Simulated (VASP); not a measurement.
Crystal: NaCl.

```xyz
2
Lattice="0.0000 2.8028 2.8028 2.8028 0.0000 2.8028 2.8028 2.8028 0.0000" Properties=species:S:1:pos:R:3 pbc="T T T"
Na    0.0000    0.0000    0.0000
Cl    2.8028    2.8028    2.8028
```

Base run:

| Quantity | Value |
| --- | --- |
| Program | VASP 6.6.1 |
| Functional | PBE |
| Potentials or basis | VASP PAW PBE potentials, release 64 (Na_pv, Cl) |
| Cutoff | 520 eV |
| k mesh | 6 × 6 × 6 |
| Occupations | gaussian, width 0.01 eV |
| Spin | no spin polarisation |

Its results: band gap on the k mesh 5.18 eV, direct; pressure 1.2 GPa.

Problem. After a change of settings the same cell gave: band gap on the k mesh 6.00 eV, direct; pressure -0.2 GPa. Which change was it?
A. k mesh from 6 × 6 × 6 to 8 × 8 × 8; further incar settings from ALGO = Normal; EDIFF = 1e-07; NBANDS = 14 to ALGO = Normal; EDIFF = 1e-06; NBANDS = 14
B. functional from PBE to r2SCAN
C. further incar settings from ALGO = Normal; EDIFF = 1e-07; NBANDS = 14 to ALGO = Normal; EDIFF = 1e-06; NBANDS = 14

Solution. B.

r2SCAN gives the wider gap, since meta-GGAs in the generalised Kohn-Sham scheme recover part of the derivative discontinuity.

Caveats: the PAW data sets were made with another functional, which shifts forces and pressure a little (some runs).
